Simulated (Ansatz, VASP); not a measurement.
**MgS in VASP and in Ansatz**

```xyz
2
Lattice="0.0000 2.6039 2.6039 2.6039 0.0000 2.6039 2.6039 2.6039 0.0000" Properties=species:S:1:pos:R:3 pbc="T T T"
Mg    0.0000    0.0000    0.0000
S     2.6039    2.6039    2.6039
```

Alike in both runs: task single point; functional PBEsol; k mesh 8 × 8 × 8; no spin polarisation.

|  | VASP | Ansatz |
| --- | --- | --- |
| version | VASP 6.6.1 | Ansatz 0.2.0 |
| potentials or method | VASP PAW PBE potentials, release 64 (Mg, S), cutoff 520 eV | all-electron LAPW, scalar-relativistic |
| occupations | gaussian, width 0.01 eV | fixed |

Ansatz gave:

* gap on the k mesh at the Fermi level (eV): 2.70
* pressure (GPa): -1.1

Question: Which values does VASP return?

Answer: gap on the k mesh at the Fermi level (eV): 2.70; pressure (GPa): -1.3.

VASP's potentials were made for PBE, not for PBEsol. Ansatz ran all-electron here, and VASP with PAW potentials.
